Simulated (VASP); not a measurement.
Set up this calculation in VASP 6.6.1, as the native input.

```
Task                   : single point
Functional             : PBE
Potentials or basis    : VASP PAW PBE potentials, release 64 (Si, N)
Cutoff                 : 520 eV
k mesh                 : 4 × 4 × 4
Occupations            : gaussian, width 0.1 eV
Spin                   : collinear spin, ferromagnetic start
Starting moments       : [0.0, 0.0, 0.0, 0.0, 1.0] μB
Dipole correction      : no
Further INCAR settings : ALGO = Normal; EDIFF = 1e-06; NBANDS = 22
```

The structure of Si4N lies in POSCAR:

```
Si4N
1.0
   -2.7276253800      2.7276253800      2.7276253800
    2.7276253800     -2.7276253800      2.7276253800
    2.7276253800      2.7276253800     -2.7276253800
Si N
4 1
Direct
    0.0000000000      0.6305807800      0.0000000000
    0.3694192200      0.3694192200      0.3694192200
    0.0000000000      0.0000000000      0.6305807800
    0.6305807800      0.0000000000      0.0000000000
    0.0000000000      0.0000000000      0.0000000000
```

One way to write it, as run:

INCAR

```
PREC     = Accurate       # precision mode
ENCUT    = 520            # plane-wave cutoff, eV
EDIFF    = 1E-6           # SCF threshold, eV
ISMEAR   = 0              # smearing method
SIGMA    = 0.1            # smearing width, eV
LREAL    = F              # projectors in reciprocal space
LASPH    = T              # aspherical terms in the spheres
NELM     = 150            # most SCF steps
ALGO     = Normal         # electronic algorithm
ISIF     = 2              # what is computed and relaxed
LWAVE    = F              # write WAVECAR
LCHARG   = F              # write CHGCAR
ISPIN    = 2              # spin polarisation
MAGMOM   = 0 0 0 0 1      # initial moments
LORBIT   = 11             # projections on sites
GGA      = PE             # functional
NBANDS   = 22             # bands
```

KPOINTS

```
regular mesh
0
Gamma
  4 4 4
```

Potentials or basis: VASP PAW PBE potentials, release 64 (Si, N).

Command:

```bash
$ cat potpaw_PBE.64/Si/POTCAR potpaw_PBE.64/N/POTCAR > POTCAR
$ mpirun -np 1 vasp_std > vasp.out
```

Results of the run:

```json
{"Pressure": "4.9 GPa", "Largest force": "3.285 eV/Å", "Net moment": "0.00 μB per cell", "Valence electrons inside the program's atomic spheres": "Si 1.57; N 4.00"}
```

Caveat: the k points lie up to 0.41 Å⁻¹ apart; forces of over 1 eV/Å act on the atoms, so gaps and moduli don't describe the material at rest.

Wall time 24 s on 1 thread of AMD EPYC 9R45 96-Core Processor (Zen 5) (shared host), peak memory 0.2 GiB.
